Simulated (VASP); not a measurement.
# Ti3S2 (R32) in VASP: a series of runs, part 2 of 2

VASP 6.6.1. Earlier steps stand in the parts before.

**4. Single point, PBE**

File INCAR:

```
ALGO = Normal ; EDIFF = 1E-7
ENCUT = 520 ; GGA = PE
ISIF = 2 ; ISMEAR = 1
LASPH = True ; LCHARG = False
LREAL = False ; LWAVE = False
NBANDS = 32 ; NELM = 60
PREC = Accurate ; SIGMA = 0.1
```

File KPOINTS:

```
k-points
0
Gamma
  6 6 6
```

File POSCAR:

```
Ti3S2
1.0
    4.5051990000      0.0000000000      0.0000000000
    1.2374249176      4.3319277006      0.0000000000
    1.2374249176      0.9334470365      4.2301624358
Ti S
3 2
Direct
    0.3356550000      0.6643450000      0.0000000000
    0.6643450000      0.0000000000      0.3356550000
    0.0000000000      0.3356550000      0.6643450000
    0.8321610000      0.8321610000      0.8321610000
    0.1678390000      0.1678390000      0.1678390000
```

Potentials or basis: VASP PAW PBE potentials, release 64 (Ti_sv, S).

On the command line:

```sh
$ cat potpaw_PBE.64/Ti_sv/POTCAR potpaw_PBE.64/S/POTCAR > POTCAR
$ mpirun -np 1 vasp_std > vasp.out
```

OUTCAR:

```text
EDIFF = 1E-7
   ENCUT = 520
   GGA = PE
   ISIF = 2
   ISMEAR = 1
   LASPH = True
   LREAL = False
   NELM = 60
   PREC = Accurate

 ion  position               nearest neighbor table
   1  0.336  0.664  0.000-   4 2.42   5 2.42   4 2.44   5 2.44
   2  0.664  0.000  0.336-   5 2.42   4 2.42   5 2.44   4 2.44
   3  0.000  0.336  0.664-   5 2.42   4 2.42   5 2.44   4 2.44
   4  0.832  0.832  0.832-   1 2.42   3 2.42   2 2.42   1 2.44   2 2.44   3 2.44
   5  0.168  0.168  0.168-   2 2.42   3 2.42   1 2.42   2 2.44   1 2.44   3 2.44

  LATTYP: Found a trigonal (rhomboedric) cell.
 ALAT       =     4.5051990000
 COS(alpha) =     0.2746659843

  Lattice vectors:

 A1 = (   4.5051990000,   0.0000000000,   0.0000000000)
 A2 = (   1.2374249176,   4.3319277006,   0.0000000000)
 A3 = (   1.2374249176,   0.9334470365,   4.2301624358)

Analysis of symmetry for initial positions (statically):
=====================================================================
 Subroutine PRICEL returns:
 Original cell was already a primitive cell.

[... 177 lines left out ...]

 val. band max:        8.5137686834   @ k =   0.3333   0.0000   0.0000
 cond. band min:       8.5366563026   @ k =   0.0000   0.0000   0.0000
 fundamental gap:      0.0228876193
 Fermi energy:         8.5290002360

 k-point     1 :       0.0000    0.0000    0.0000
  band No.  band energies     occupation
      1     -48.4523      2.00000
      2     -48.4036      2.00000
      3     -48.4036      2.00000
      4     -24.8141      2.00000
      5     -24.8141      2.00000
      6     -24.7637      2.00000
[... 829 lines left out ...]
     31      10.9008      0.00000
     32      11.1425      0.00000

 [... further k-points ...]

------------------------ aborting loop because EDIFF is reached ----------------------------------------

  FORCE on cell =-STRESS in cart. coord.  units (eV):
  Direction    XX          YY          ZZ          XY          YZ          ZX
  --------------------------------------------------------------------------------------
  -------------------------------------------------------------------------------------
  Total        0.1963179      0.1953290      0.1948661      0.0017310      0.0010490      0.0013906
  in kB        3.8099420      3.7907502      3.7817654      0.0335929      0.0203585      0.0269883
  external PRESSURE =       3.7941526 kB  Pullay stress =       0.0000000 kB

 VOLUME and BASIS-vectors are now :
 -----------------------------------------------------------------------------
  energy-cutoff  :      520.00
  volume of cell :       82.56
      direct lattice vectors                 reciprocal lattice vectors
     4.505199000  0.000000000  0.000000000     0.221965778 -0.063405025 -0.050939120
     1.237424918  4.331927701  0.000000000     0.000000000  0.230844111 -0.050939120
     1.237424918  0.933447037  4.230162436     0.000000000  0.000000000  0.236397542

 POSITION                                       TOTAL-FORCE (eV/Angst)
 -----------------------------------------------------------------------------------
      2.33427      2.87789      0.00000         0.024232     -0.032123      0.000000
      3.40835      0.31332      1.41988        -0.024232      0.006922      0.031368
      1.23742      2.07416      2.81029         0.000000      0.025201     -0.031368
      5.80852      4.38164      3.52018        -0.018839     -0.014211     -0.011417
      1.17152      0.88374      0.70999         0.018839      0.014211      0.011417
 -----------------------------------------------------------------------------------
    total drift:                                0.000000     -0.000000      0.000000

  FREE ENERGIE OF THE ION-ELECTRON SYSTEM (eV)
  ---------------------------------------------------
  free  energy   TOTEN  =       -36.4981470479 eV

  energy  without entropy=      -36.4994440748  energy(sigma->0) =      -36.49857939
```

OSZICAR:

```text
N       E                     dE             d eps       ncg     rms          rms(c)
DAV:   1     0.615121667012E+03    0.61512E+03   -0.23690E+04  2048   0.174E+03
DAV:   2     0.412655950787E+02   -0.57386E+03   -0.55617E+03  2072   0.532E+02
DAV:   3    -0.329997540560E+02   -0.74265E+02   -0.71862E+02  3120   0.165E+02
DAV:   4    -0.408664126879E+02   -0.78667E+01   -0.77538E+01  3320   0.475E+01
DAV:   5    -0.412559278828E+02   -0.38952E+00   -0.38930E+00  2920   0.971E+00    0.198E+01
DAV:   6    -0.364582408728E+02    0.47977E+01   -0.30990E+01  2864   0.407E+01    0.754E+00
DAV:   7    -0.364982337203E+02   -0.39993E-01   -0.21128E+00  3088   0.954E+00    0.488E+00
DAV:   8    -0.364981948542E+02    0.38866E-04   -0.19994E-01  2744   0.272E+00    0.929E-01
DAV:   9    -0.364965908717E+02    0.16040E-02   -0.31108E-02  3248   0.104E+00    0.495E-01
DAV:  10    -0.364980880236E+02   -0.14972E-02   -0.44872E-03  2536   0.533E-01    0.787E-02
DAV:  11    -0.364981429979E+02   -0.54974E-04   -0.52194E-04  3352   0.132E-01    0.385E-02
DAV:  12    -0.364981492685E+02   -0.62706E-05   -0.42007E-05  2528   0.545E-02    0.127E-02
DAV:  13    -0.364981470392E+02    0.22293E-05   -0.12542E-05  3184   0.213E-02    0.272E-03
DAV:  14    -0.364981471112E+02   -0.71946E-07   -0.14338E-06  2848   0.945E-03    0.127E-03
DAV:  15    -0.364981470479E+02    0.63239E-07   -0.81610E-08  1792   0.283E-03
   1 F= -.36498147E+02 E0= -.36498579E+02  d E =0.129703E-02
```

Wall time 3 min (1 thread of Intel Xeon 8259CL, shared host); peak memory 0.24 GiB.

Results:

```
Free energy            : -36.4981 eV
Pressure               : 0.4 GPa
Largest force          : 0.040 eV/Å
Band gap on the k mesh : zero (bands 24 and 25 overlap by 0.22 eV)
```

Forces on the atoms (eV/Å):
```
Ti   0.024 -0.032  0.000
Ti  -0.024  0.007  0.031
Ti   0.000  0.025 -0.031
S   -0.019 -0.014 -0.011
S    0.019  0.014  0.011
```

**5. Single point, PBE**

File INCAR:

```
SYSTEM = Ti3S2
  ALGO = Normal
  EDIFF = 1E-6
  ENCUT = 520
  GGA = PE
  ISIF = 2
  ISMEAR = 1
  LASPH = .TRUE.
  LCHARG = .FALSE.
  LREAL = .FALSE.
  LWAVE = .FALSE.
  NBANDS = 32
  NELM = 100
  PREC = Accurate
  SIGMA = 0.05
```

File KPOINTS:

```
k-points
0
G
  6 6 6
  0 0 0
```

POSCAR is that of step 4.

Potentials or basis: VASP PAW PBE potentials, release 64 (Ti_sv, S).

On the command line:

```sh
$ cat potpaw_PBE.64/Ti_sv/POTCAR potpaw_PBE.64/S/POTCAR > POTCAR
$ mpirun -np 1 vasp_std > vasp.out
```

OUTCAR:

```text
SYSTEM = Ti3S2
   EDIFF = 1E-6
   ENCUT = 520
   GGA = PE
   ISIF = 2
   ISMEAR = 1
   LASPH = .TRUE.
   LREAL = .FALSE.
   NELM = 100
   PREC = Accurate

 ion  position               nearest neighbor table
   1  0.336  0.664  0.000-   4 2.42   5 2.42   4 2.44   5 2.44
   2  0.664  0.000  0.336-   5 2.42   4 2.42   5 2.44   4 2.44
   3  0.000  0.336  0.664-   5 2.42   4 2.42   5 2.44   4 2.44
   4  0.832  0.832  0.832-   1 2.42   3 2.42   2 2.42   1 2.44   2 2.44   3 2.44
   5  0.168  0.168  0.168-   2 2.42   3 2.42   1 2.42   2 2.44   1 2.44   3 2.44

  LATTYP: Found a trigonal (rhomboedric) cell.
 ALAT       =     4.5051990000
 COS(alpha) =     0.2746659843

  Lattice vectors:

 A1 = (   4.5051990000,   0.0000000000,   0.0000000000)
 A2 = (   1.2374249176,   4.3319277006,   0.0000000000)
 A3 = (   1.2374249176,   0.9334470365,   4.2301624358)

Analysis of symmetry for initial positions (statically):
=====================================================================
 Subroutine PRICEL returns:
 Original cell was already a primitive cell.

 Routine SETGRP: Setting up the symmetry group for a
 trigonal (rhombohedral) supercell.

 Subroutine GETGRP returns: Found  6 space group operations
 (whereof  6 operations were pure point group operations)
 out of a pool of 12 trial point group operations.

The static configuration has the point symmetry D_3 .

Analysis of symmetry for dynamics (positions and initial velocities):
=====================================================================
 Subroutine PRICEL returns:
 Original cell was already a primitive cell.

 Routine SETGRP: Setting up the symmetry group for a
 trigonal (rhombohedral) supercell.

 Subroutine GETGRP returns: Found  6 space group operations
 (whereof  6 operations were pure point group operations)
 out of a pool of 12 trial point group operations.

The dynamic configuration has the point symmetry D_3 .

 Subroutine INISYM returns: Found  6 space group operations
 (whereof  6 operations are pure point group operations),
 and found     1 'primitive' translations

----------------------------------------------------------------------------------------

                                     Primitive cell

  volume of cell :      82.5567

  direct lattice vectors                    reciprocal lattice vectors
     4.505199000  0.000000000  0.000000000     0.221965778 -0.063405025 -0.050939120
     1.237424918  4.331927701  0.000000000     0.000000000  0.230844111 -0.050939120
     1.237424918  0.933447037  4.230162436     0.000000000  0.000000000  0.236397542

  length of vectors
     4.505199000  4.505199000  4.505199000     0.236397542  0.236397542  0.236397542

  position of ions in fractional coordinates (direct lattice)
     0.335655000  0.664345000  0.000000000
     0.664345000  0.000000000  0.335655000
     0.000000000  0.335655000  0.664345000
     0.832161000  0.832161000  0.832161000
     0.167839000  0.167839000  0.167839000

  ion indices of the primitive-cell ions
   primitive index   ion index
                 1           1
                 2           2
                 3           3
                 4           4
[... 25 lines left out ...]

 Found     32 irreducible k-points:

 Following reciprocal coordinates:
            Coordinates               Weight
  0.000000  0.000000  0.000000      1.000000
  0.166667  0.000000 -0.000000      6.000000
  0.333333  0.000000  0.000000      6.000000
  0.500000  0.000000 -0.000000      3.000000
  0.166667  0.166667 -0.000000      6.000000
  0.333333  0.166667  0.000000     12.000000
[... 16 lines left out ...]
  0.500000  0.500000  0.166667      6.000000
 -0.333333  0.500000  0.166667     12.000000
 [... further k-points ...]
   k-points           NKPTS =     32   k-points in BZ     NKDIM =     32   number of bands    NBANDS=     32
   number of dos      NEDOS =    301   number of ions     NIONS =      5
   total plane-waves  NPLWV =  46656
   dimension x,y,z NGX =    36 NGY =   36 NGZ =   36
   dimension x,y,z NGXF=    72 NGYF=   72 NGZF=   72
   ions per type =               3   2
   NGX,Y,Z   is equivalent  to a cutoff of  13.28, 13.28, 13.28 a.u.
   NGXF,Y,Z  is equivalent  to a cutoff of  26.57, 26.57, 26.57 a.u.
 SYSTEM =  Ti3S2
   PREC   = accura    normal or accurate (medium, high low for compatibility)
   ISTART =      0    job   : 0-new  1-cont  2-samecut
   ICHARG =      2    charge: 1-file 2-atom 10-const
   ISPIN  =      1    spin polarized calculation?
   LNONCOLLINEAR =      F non collinear calculations
   LSORBIT =      F    spin-orbit coupling
   LASPH  =      T    aspherical Exc in radial PAW
   ENCUT  =  520.0 eV  38.22 Ry    6.18 a.u.   8.38  8.38  8.38*2*pi/ulx,y,z
   NELM   =    100;   NELMIN=  2; NELMDL= -5     # of ELM steps
   EDIFF  = 0.1E-05   stopping-criterion for ELM
   LREAL  =      F    real-space projection
   EDIFFG = 0.1E-04   stopping-criterion for IOM
   NSW    =      0    number of steps for IOM
   IBRION =     -1    ionic relax: 0-MD 1-quasi-New 2-CG
   NFREE  =      0    steps in history (QN), initial steepest desc. (CG)
   ISIF   =      2    stress and relaxation
   ISYM   =      2    0-nonsym 1-usesym 2-fastsym
   POTIM  = 0.5000    time-step for ionic-motion
   TEBEG  =    0.0;   TEEND  =   0.0 temperature during run
   PSTRESS=    0.0 pullay stress
   NELECT =      48.0000    total number of electrons
   NUPDOWN=      -1.0000    fix difference up-down
   EMIN   =  10.00;   EMAX   =-10.00  energy-range for DOS
   EFERMI =   0.00;   METHOD = LEGACY
   ISMEAR =     1;   SIGMA  =   0.05  broadening in eV -4-tet -1-fermi 0-gaus
   EFERMI_NEDOS =   21; number of points for ismear=-14 and -15
   IALGO  =     38    algorithm
   IMIX   =      4    mixing-type and parameters
     AMIX     =   0.40;   BMIX     =  1.00
     AMIX_MAG =   1.60;   BMIX_MAG =  1.00
  volume/ion in A,a.u.               =      16.51       111.42
  Fermi-wavevector in a.u.,A,eV,Ry     =   1.366379  2.582082 25.401961  1.866991
  Thomas-Fermi vector in A             =   2.492525
   LORBIT       =      0    0 simple, 1 ext, 2 COOP (PROOUT), +10 PAW based schemes
   GGA     = PE    functional components
   LHFCALC =     F    Hartree Fock is set to
   AEXX    =    0.0000 exact exchange contribution
   IVDW    =     0    specifies the selected vdW correction
   LEPSILON=     F    determine dielectric tensor
   LRPA    =     F    only Hartree local field effects (RPA)
 non-spin polarized calculation
 Methfessel and Paxton  Order N= 1 SIGMA  =   0.05
  energy-cutoff  :      520.00
  volume of cell :       82.56
 maximum number of plane-waves:      2238
 NGX is ok and might be reduce to    36
   NGX = 17   NGY = 17   NGZ = 17

 number of electron      47.9999995 magnetization

 Free energy of the ion-electron system (eV)
  ---------------------------------------------------
  ext. energy  EPLUGINS =         0.00000000
  ---------------------------------------------------
  free energy    TOTEN  =       -36.49853433 eV

  energy without entropy =      -36.49869691  energy(sigma->0) =      -36.49858852

 E-fermi :   8.5199     XC(G=0): -11.2350

 val. band max:        8.5136617654   @ k =   0.3333   0.0000   0.0000
 cond. band min:       8.5368098208   @ k =   0.0000   0.0000   0.0000
 fundamental gap:      0.0231480554
 Fermi energy:         8.5199490473

 k-point     1 :       0.0000    0.0000    0.0000
  band No.  band energies     occupation
      1     -48.4522      2.00000
      2     -48.4035      2.00000
      3     -48.4035      2.00000
      4     -24.8141      2.00000
      5     -24.8141      2.00000
      6     -24.7640      2.00000
[... 829 lines left out ...]
     31      10.9007      0.00000
     32      11.1427      0.00000

 [... further k-points ...]

------------------------ aborting loop because EDIFF is reached ----------------------------------------

  FORCE on cell =-STRESS in cart. coord.  units (eV):
  Direction    XX          YY          ZZ          XY          YZ          ZX
  --------------------------------------------------------------------------------------
  -------------------------------------------------------------------------------------
  Total        0.2020819      0.2026546      0.2029228     -0.0010025     -0.0006076     -0.0008054
  in kB        3.9218023      3.9329177      3.9381215     -0.0194562     -0.0117912     -0.0156310
  external PRESSURE =       3.9309471 kB  Pullay stress =       0.0000000 kB

 VOLUME and BASIS-vectors are now :
 -----------------------------------------------------------------------------
  energy-cutoff  :      520.00
  volume of cell :       82.56
      direct lattice vectors                 reciprocal lattice vectors
     4.505199000  0.000000000  0.000000000     0.221965778 -0.063405025 -0.050939120
     1.237424918  4.331927701  0.000000000     0.000000000  0.230844111 -0.050939120
     1.237424918  0.933447037  4.230162436     0.000000000  0.000000000  0.236397542

 POSITION                                       TOTAL-FORCE (eV/Angst)
 -----------------------------------------------------------------------------------
      2.33427      2.87789      0.00000         0.026667     -0.035351      0.000000
      3.40835      0.31332      1.41988        -0.026667      0.007617      0.034520
      1.23742      2.07416      2.81029        -0.000000      0.027733     -0.034520
      5.80852      4.38164      3.52018        -0.020125     -0.015181     -0.012197
      1.17152      0.88374      0.70999         0.020125      0.015181      0.012197
 -----------------------------------------------------------------------------------
    total drift:                                0.000000     -0.000000      0.000000

  FREE ENERGIE OF THE ION-ELECTRON SYSTEM (eV)
  ---------------------------------------------------
  free  energy   TOTEN  =       -36.4985343293 eV

  energy  without entropy=      -36.4986969139  energy(sigma->0) =      -36.49858852
```

OSZICAR:

```text
N       E                     dE             d eps       ncg     rms          rms(c)
DAV:   1     0.615123451258E+03    0.61512E+03   -0.23690E+04  2048   0.174E+03
DAV:   2     0.412668292169E+02   -0.57386E+03   -0.55615E+03  2072   0.532E+02
DAV:   3    -0.329998738473E+02   -0.74267E+02   -0.71861E+02  3120   0.165E+02
DAV:   4    -0.408666388761E+02   -0.78668E+01   -0.77568E+01  3320   0.475E+01
DAV:   5    -0.412561357622E+02   -0.38950E+00   -0.38930E+00  2920   0.971E+00    0.198E+01
DAV:   6    -0.364585199945E+02    0.47976E+01   -0.30985E+01  2864   0.407E+01    0.754E+00
DAV:   7    -0.364986309701E+02   -0.40111E-01   -0.21127E+00  3088   0.954E+00    0.488E+00
DAV:   8    -0.364985920029E+02    0.38967E-04   -0.20009E-01  2744   0.273E+00    0.931E-01
DAV:   9    -0.364969804822E+02    0.16115E-02   -0.31226E-02  3248   0.105E+00    0.494E-01
DAV:  10    -0.364984741472E+02   -0.14937E-02   -0.44976E-03  2536   0.534E-01    0.787E-02
DAV:  11    -0.364985306235E+02   -0.56476E-04   -0.52189E-04  3352   0.132E-01    0.382E-02
DAV:  12    -0.364985366756E+02   -0.60520E-05   -0.41573E-05  2528   0.542E-02    0.128E-02
DAV:  13    -0.364985343863E+02    0.22893E-05   -0.12513E-05  2752   0.215E-02    0.259E-03
DAV:  14    -0.364985343293E+02    0.57006E-07   -0.12346E-06  1672   0.110E-02
   1 F= -.36498534E+02 E0= -.36498589E+02  d E =0.162585E-03
```

Run time: 2.9 min. Hardware: 1 thread of Intel Xeon 8259CL, shared host; peak memory 0.24 GiB.

What came out:

```yaml
Free_energy: -36.4985 eV
Pressure: 0.4 GPa
Largest_force: 0.044 eV/Å
Band_gap_on_the_k_mesh: zero (bands 24 and 25 overlap by 0.22 eV)
```

Forces in eV/Å, atoms in the order of the input:
```
Ti   0.027 -0.035  0.000
Ti  -0.027  0.008  0.035
Ti   0.000  0.028 -0.035
S   -0.020 -0.015 -0.012
S    0.020  0.015  0.012
```

**6. Single point, PBE**

File INCAR:

```
SYSTEM = Ti3S2
ALGO = Normal
EDIFF = 1E-6
ENCUT = 520
GGA = PE
ISIF = 2
ISMEAR = 1
LASPH = .True.
LCHARG = .True.
LELF = .True.
LREAL = .False.
LVHAR = .True.
LWAVE = .False.
NBANDS = 32
NELM = 80
PREC = Accurate
SIGMA = 0.025
```

File KPOINTS:

```
k-points
0
Gamma
  6 6 6
  0 0 0
```

POSCAR is that of step 5.

Potentials or basis: VASP PAW PBE potentials, release 64 (Ti_sv, S).

On the command line:

```sh
$ cat potpaw_PBE.64/Ti_sv/POTCAR potpaw_PBE.64/S/POTCAR > POTCAR
$ mpirun -np 1 vasp_std > vasp.out
```

Wall time 2.3 min (1 thread of Intel Xeon 8259CL, shared host); peak memory 0.24 GiB.

The run converged. Its results:

```
Free energy            : -36.4985 eV
Pressure               : 0.4 GPa
Largest force          : 0.043 eV/Å
Band gap on the k mesh : zero (bands 24 and 25 overlap by 0.22 eV)
```

Forces on the atoms (eV/Å):
```
Ti   0.026 -0.035  0.000
Ti  -0.026  0.007  0.034
Ti   0.000  0.027 -0.034
S   -0.019 -0.014 -0.012
S    0.019  0.014  0.012
```

Levels at points of the mesh, in eV from the Fermi level:
| k point | band 21 | band 22 | band 23 | band 24 | band 25 | band 26 | band 27 | band 28 |
| --- | --- | --- | --- | --- | --- | --- | --- | --- |
| (0.00, 0.00, 0.00) | -2.11 | -1.38 | 0.02 | 0.02 | 0.60 | 0.60 | 1.81 | 1.81 |
| (0.50, 0.00, 0.00) | -0.90 | -0.86 | -0.64 | -0.41 | -0.12 | 0.86 | 1.32 | 1.41 |
| (0.50, 0.50, 0.00) | -1.42 | -1.00 | -0.66 | -0.18 | 0.13 | 0.71 | 1.40 | 1.56 |
| (0.50, 0.50, 0.50) | -0.79 | -0.13 | -0.13 | -0.03 | 0.34 | 0.34 | 0.85 | 0.85 |

**7. Summary**

```tsv
smearing	gap on the mesh (eV)	pressure (GPa)	largest force (eV/Å)
methfessel-paxton 0.25 eV	none	0.3	0.03
methfessel-paxton 0.15 eV	none	0.4	0.04
methfessel-paxton 0.1 eV	none	0.4	0.04
methfessel-paxton 0.05 eV	none	0.4	0.04
methfessel-paxton 0.025 eV	none	0.4	0.04
```

Alike in all rows: task single point; level PBE; potentials or basis VASP PAW PBE potentials, release 64 (Ti_sv, S); no spin polarisation; cell as given; k mesh 6 × 6 × 6; cutoff (eV) 520.

Absolute energies hang on the potentials; compare differences alone.
